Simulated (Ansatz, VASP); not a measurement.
Zr3TiSi8 in VASP and in Ansatz

INCAR

```
PREC = Accurate
ENCUT = 520
EDIFF = 1E-6
ISMEAR = 0
SIGMA = 0.2
LREAL = F
LASPH = T
NELM = 100
ALGO = Normal
ISIF = 2
LWAVE = F
LCHARG = F
GGA = PE
NBANDS = 52
```

Contents of KPOINTS:

```
regular mesh
0
Gamma
  6 4 6
```

File POSCAR:

```
Zr3TiSi8
1.0
    0.0000000000      3.6702080000      0.0000000000
    7.3047819000      0.0000000000      0.0000000000
    0.0000000000     -1.8351040000     -7.2602509000
Zr Ti Si
3 1 8
Direct
    0.8965400000      0.0000000000      0.7930800000
    0.1058620000      0.2513980000      0.2117240000
    0.1058620000      0.7486020000      0.2117240000
    0.8948460000      0.5000000000      0.7896920000
    0.5504950000      0.0000000000      0.1009900000
    0.5510160000      0.5000000000      0.1020320000
    0.4410010000      0.2577250000      0.8820020000
    0.4410010000      0.7422750000      0.8820020000
    0.2512390000      0.0000000000      0.5024780000
    0.2560260000      0.5000000000      0.5120520000
    0.7530560000      0.2543230000      0.5061120000
    0.7530560000      0.7456770000      0.5061120000
```

Input for Ansatz:

```yaml
crystal:
  lattice:
    - [0.0, 3.670208, 0.0]
    - [7.3047819, 0.0, 0.0]
    - [0.0, -1.835104, -7.2602509]
  atoms:
    - { symbol: Zr, position: [0.89654, 0.0, 0.79308] }
    - { symbol: Zr, position: [0.105862, 0.251398, 0.211724] }
    - { symbol: Zr, position: [0.105862, 0.748602, 0.211724] }
    - { symbol: Ti, position: [0.894846, 0.5, 0.789692] }
    - { symbol: Si, position: [0.550495, 0.0, 0.10099] }
    - { symbol: Si, position: [0.551016, 0.5, 0.102032] }
    - { symbol: Si, position: [0.441001, 0.257725, 0.882002] }
    - { symbol: Si, position: [0.441001, 0.742275, 0.882002] }
    - { symbol: Si, position: [0.251239, 0.0, 0.502478] }
    - { symbol: Si, position: [0.256026, 0.5, 0.512052] }
    - { symbol: Si, position: [0.753056, 0.254323, 0.506112] }
    - { symbol: Si, position: [0.753056, 0.745677, 0.506112] }
basis:
  ecutwfc: 420
kpoints:
  mp_grid: { grid: [6, 4, 6] }
hamiltonian:
  xc: pbe
scf:
  occupations: { method: gaussian, width: 0.2 }
  lower_state_search: "off"
output:
  forces: true
  stress: true
  eigenvalues: true
```

Alike in both runs: task single point; functional PBE; k mesh 6 × 4 × 6; occupations gaussian, width 0.2 eV; no spin polarisation.

|  | VASP | Ansatz |
| --- | --- | --- |
| version | VASP 6.6.1 | Ansatz 0.2.0 |
| potentials or method | VASP PAW PBE potentials, release 64 (Zr_sv, Ti_sv, Si), cutoff 520 eV | scalar-relativistic, plane waves, PAW |
| valence electrons in the cell | 80 | 80 |

|  | VASP | Ansatz | Ansatz less VASP |
| --- | --- | --- | --- |
| gap on the k mesh at the Fermi level (eV) | none | none | - |
| pressure (GPa) | 0.1 | 0.1 | -0.01 |
| traceless stress, the component that is largest in VASP (GPa) | 0.20 | 0.18 | -0.014 |
| rms of the force components (eV/Å) | 0.011 | 0.009 | -0.0016 |

Atom by atom the forces differ by 0.004 eV/Å (rms over components). A gap of «none» marks a metal or a gap that the smearing closes.
